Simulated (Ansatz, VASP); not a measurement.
# One calculation of Tc, two programs

The input INCAR:

```
PREC = Accurate
ENCUT = 600
EDIFF = 1E-6
ISMEAR = 1
SIGMA = 0.2
LREAL = False
LASPH = True
NELM = 100
ALGO = Normal
ISIF = 3
LWAVE = False
LCHARG = False
GGA = RP
IBRION = 2
NSW = 60
EDIFFG = -0.01
```

KPOINTS

```
regular mesh
0
Gamma
  13 13 13
```

Contents of POSCAR:

```
Tc
1.0
    0.0000000000      1.9500000000      1.9500000000
    1.9500000000      0.0000000000      1.9500000000
    1.9500000000      1.9500000000      0.0000000000
Tc
1
Direct
    0.0000000000      0.0000000000      0.0000000000
```

Input for Ansatz:

```yaml
crystal:
  lattice:
    - [0.0, 1.95, 1.95]
    - [1.95, 0.0, 1.95]
    - [1.95, 1.95, 0.0]
  atoms:
    - { symbol: Tc, position: [0.0, 0.0, 0.0] }
kpoints:
  mp_grid:
    grid: [13, 13, 13]
    shift: [0.0, 0.0, 0.0]
hamiltonian:
  xc: rpbe
  dispersion: none
scf:
  convergence:
    dr2_threshold: 1.0e-05
  lower_state_search: "off"
  occupations:
    method: cold
    width: 0.2
relax:
  max_steps: 40
  cell: {}
```

Alike in both runs: task relaxation of cell and atoms; functional RPBE; k mesh 13 × 13 × 13; no spin polarisation.

|  | VASP | Ansatz |
| --- | --- | --- |
| version | VASP 6.6.1 | Ansatz 0.2.0 |
| potentials or method | VASP PAW PBE potentials, release 64 (Tc_pv) | plane waves, PAW |
| plane-wave cutoff (eV) | 600 | 500 |
| occupations | methfessel-paxton of order 1, width 0.2 eV | cold, width 0.2 eV |
| valence electrons in the cell | 13 | 15 |

VASP gave:

| Quantity | Value |
| --- | --- |
| relaxed volume (Å³/atom) | 14.68 |
| relaxed length of the cell vector where the two differ most in proportion (Å) | 2.749 |

Which values does Ansatz return?

Relaxed volume (Å³/atom): 14.71; relaxed length of the cell vector where the two differ most in proportion (Å): 2.750.

VASP's potentials were made for PBE, not for RPBE. VASP's potentials hold 13 valence electrons a cell and Ansatz's 15, so a difference there can come from the potentials and not from the codes. Ansatz's warnings: force scf threshold loose, stress scf threshold loose.
